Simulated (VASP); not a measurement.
A run of VASP 6.6.1 is set up as follows.

INCAR

```
SYSTEM = Ta
PREC = Accurate
ENCUT = 500
EDIFF = 1E-6
ISMEAR = 1
SIGMA = 0.15
LREAL = .False.
LASPH = .True.
NELM = 120
ALGO = Normal
ISIF = 2
LWAVE = .False.
LCHARG = .False.
GGA = PE
NBANDS = 12
GGA_COMPAT = .False.
```

Contents of KPOINTS:

```
Automatic mesh
0
Gamma
  14 14 14
  0 0 0
```

The input POSCAR:

```
Ta
1.0
   -1.6289626696      1.6289626696      1.6289626696
    1.6289626696     -1.6289626696      1.6289626696
    1.6289626696      1.6289626696     -1.6289626696
Ta
1
Direct
    0.0000000000      0.0000000000      0.0000000000
```

Potentials or basis: VASP PAW PBE potentials, release 64 (Ta_pv).

Run with:

```bash
$ cat potpaw_PBE.64/Ta_pv/POTCAR > POTCAR
$ mpirun -np 1 vasp_std > vasp.out
```

(1) Estimate the pressure.

## Answers

(1) 12.7 GPa.
